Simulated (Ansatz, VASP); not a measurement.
## Ca3H2Pt in VASP and in Ansatz

```
CELL_PARAMETERS angstrom
3.39235 0.00000 0.00000
0.00000 3.39235 0.00000
0.00000 0.00000 10.74742
ATOMIC_POSITIONS crystal
Ca 0.50000 0.50000 0.15960
Ca 0.50000 0.50000 0.50000
Ca 0.50000 0.50000 0.84040
H 0.00000 0.00000 0.39006
H 0.00000 0.00000 0.60994
Pt 0.00000 0.00000 0.00000
```

Change from the starting cell: species swapped into the Al3Ni2Pt type (P4/mmm, No. 123).

Alike in both runs: functional PBE; k mesh 12 × 12 × 4; occupations gaussian, width 0.1 eV; no spin polarisation.

Ansatz relaxed the structure, and its values are those at the end. VASP's run is a single point on that final structure, the one shown.

|  | VASP | Ansatz |
| --- | --- | --- |
| version | VASP 6.6.1 | Ansatz 0.2.0 |
| potentials or method | VASP PAW PBE potentials, release 64 (Ca_sv, H, Pt), cutoff 520 eV | scalar-relativistic, plane waves, PAW |
| valence electrons in the cell | 42 | 50 |

|  | VASP | Ansatz | Ansatz less VASP |
| --- | --- | --- | --- |
| gap on the k mesh at the Fermi level (eV) | none | none | - |
| pressure (GPa) | 0.0 | 0.0 | -0.05 |
| rms of the force components (eV/Å) | 0.005 | 0.001 | -0.0033 |

A gap of «none» marks a metal or a gap that the smearing closes. VASP's potentials hold 42 valence electrons a cell and Ansatz's 50, so a difference there can come from the potentials and not from the codes.

Neither program's run includes spin-orbit coupling.
